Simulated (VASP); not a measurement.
Input of a VASP 6.6.1 run:

File INCAR:

```
SYSTEM = Hg
PREC = Accurate
ENCUT = 520
EDIFF = 1E-7
ISMEAR = 0
SIGMA = 0.1
LREAL = .FALSE.
LASPH = .TRUE.
NELM = 100
ALGO = Normal
ISIF = 2
LWAVE = .FALSE.
LCHARG = .FALSE.
GGA = PE
IVDW = 12
NBANDS = 19
```

File KPOINTS:

```
Automatic mesh
0
G
  12 12 8
  0 0 0
```

The input POSCAR:

```
Hg
1.0
    3.3426328046      0.0000000000      0.0000000000
   -1.6713164023      2.8948049243      0.0000000000
    0.0000000000      0.0000000000      5.3059573554
Hg
2
Direct
    0.6666666667      0.3333333333      0.7500000000
    0.3333333333      0.6666666667      0.2500000000
```

Potentials or basis: VASP PAW PBE potentials, release 64 (Hg).

Run with:

```bash
$ cat potpaw_PBE.64/Hg/POTCAR > POTCAR
$ mpirun -np 1 vasp_std > vasp.out
```

**Question.** Estimate the dispersion energy per atom.

**Answer.** -0.408 eV.

**Question.** Predict the pressure.

**Answer.** 0.2 GPa.

**Question.** Predict the band gap on the k mesh.

**Answer.** Zero (band 12 reaches 1.91 eV, above the bottom of band 13 at 0.99 eV).

Stress tensor (GPa, compression positive):
```
0.15 0.00 0.00
0.00 0.15 0.00
0.00 0.00 0.24
```

Caveat: spin-orbit coupling is left out, which moves the levels of the heavy elements; pairwise dispersion overbinds metals, which lowers pressure and volume.
